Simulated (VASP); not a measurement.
# CdF2: single point with r2SCAN

CdF2:

```
CELL_PARAMETERS angstrom
0.00000 2.67750 2.67750
2.67750 0.00000 2.67750
2.67750 2.67750 0.00000
ATOMIC_POSITIONS crystal
Cd 0.00000 0.00000 0.00000
F 0.25000 0.25000 0.25000
F 0.75000 0.75000 0.75000
```

```yaml
Program: VASP 6.6.1
Task: single point
Functional: r2SCAN
Potentials_or_basis: VASP PAW PBE potentials, release 64 (Cd, F)
Cutoff: 520 eV
k_mesh: 10 × 10 × 10
Occupations: fermi-dirac, width 0.02 eV
Spin: no spin polarisation
```

The pressure is 3.3 GPa and the band gap on the k mesh is 3.83 eV (least direct gap 4.30 eV).

Levels at points of the mesh, in eV from the valence-band top:
| k point | band 11 | band 12 | band 13 | band 14 | band 15 | band 16 |
| --- | --- | --- | --- | --- | --- | --- |
| (0.00, 0.00, 0.00) | -0.47 | -0.47 | -0.47 | 3.83 | 13.71 | 13.71 |
| (0.50, 0.00, 0.00) | -1.92 | -0.38 | -0.38 | 8.14 | 9.76 | 15.78 |
| (0.50, 0.50, 0.00) | -0.54 | -0.09 | -0.09 | 9.04 | 10.66 | 12.23 |

Wall time 2 min on 1 thread of Intel Xeon 8259CL, on a shared host, peak memory 0.19 GiB.

Caveat: the cell stands under pressure; the PAW data sets were made with another functional, which shifts forces and pressure a little. r2SCAN opens gaps a little over a GGA but as a rule still falls short of measured ones.
